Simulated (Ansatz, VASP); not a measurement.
One calculation of Ge4Pd, two programs

```
Ge Pd
1.0
     3.09257    0.00000    0.00000
    -1.54628    2.67824    0.00000
     0.00000    0.00000    9.94409
Ge Pd
4 1
Direct
  0.33333 0.66667 0.86586
  0.33333 0.66667 0.37680
  0.66667 0.33333 0.13414
  0.66667 0.33333 0.62320
  0.00000 0.00000 0.00000
```

Change from the starting cell: species swapped into the Co4H type (P-3m1, No. 164).

Alike in both runs: task single point; functional PBE; k mesh 6 × 6 × 2; occupations gaussian, width 0.1 eV; no spin polarisation.

```csv
,VASP,Ansatz
version,VASP 6.6.1,Ansatz 0.2.0
potentials or method,"VASP PAW PBE potentials, release 64 (Ge_d, Pd), cutoff 520 eV","scalar-relativistic, plane waves, PAW"
valence electrons in the cell,66,74
```

Ansatz gave:

```
gap on the k mesh at the Fermi level (eV) : none
rms of the force components (eV/Å)        : 2.854
```

Task: What did VASP give for the same quantities?

Result: gap on the k mesh at the Fermi level (eV): none; rms of the force components (eV/Å): 2.893.

Atom by atom the forces differ by 0.039 eV/Å (rms over components). A gap of «none» marks a metal or a gap that the smearing closes. VASP's potentials hold 66 valence electrons a cell and Ansatz's 74, so a difference there can come from the potentials and not from the codes.

The k mesh is coarse, so the values compare programs but aren't converged.
